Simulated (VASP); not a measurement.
Here is a VASP 6.6.1 calculation.

INCAR

```
SYSTEM = Hf
PREC = Accurate
ENCUT = 520
EDIFF = 1E-7
ISMEAR = 0
SIGMA = 0.05
LREAL = .FALSE.
LASPH = .TRUE.
NELM = 60
ALGO = Normal
ISIF = 2
LWAVE = .FALSE.
LCHARG = .FALSE.
GGA = PE
NBANDS = 17
```

KPOINTS

```
regular mesh
0
G
  18 18 10
  0 0 0
```

The input POSCAR:

```
Hf
1.0
    2.9628058719      0.0000000000      0.0000000000
   -1.4814029359      2.5658651516      0.0000000000
    0.0000000000      0.0000000000      4.7442874666
Hf
2
Direct
    0.3333333333      0.6666666667      0.2500000000
    0.6666666667      0.3333333333      0.7500000000
```

Potentials or basis: VASP PAW PBE potentials, release 64 (Hf_pv).

Run with:

```console
$ cat potpaw_PBE.64/Hf_pv/POTCAR > POTCAR
$ mpirun -np 1 vasp_std > vasp.out
```

Question: What does it give for the band gap on the k mesh?

Answer: Zero (band 10 reaches 7.85 eV, above the bottom of band 11 at 6.17 eV).

Question: Predict the pressure.

Answer: 34.1 GPa.

Stress tensor (GPa, compression positive):
```
34.16  0.00  0.00
 0.00 34.16  0.00
 0.00  0.00 33.96
```

Caveat: spin-orbit coupling is left out, which moves the levels of the heavy elements.
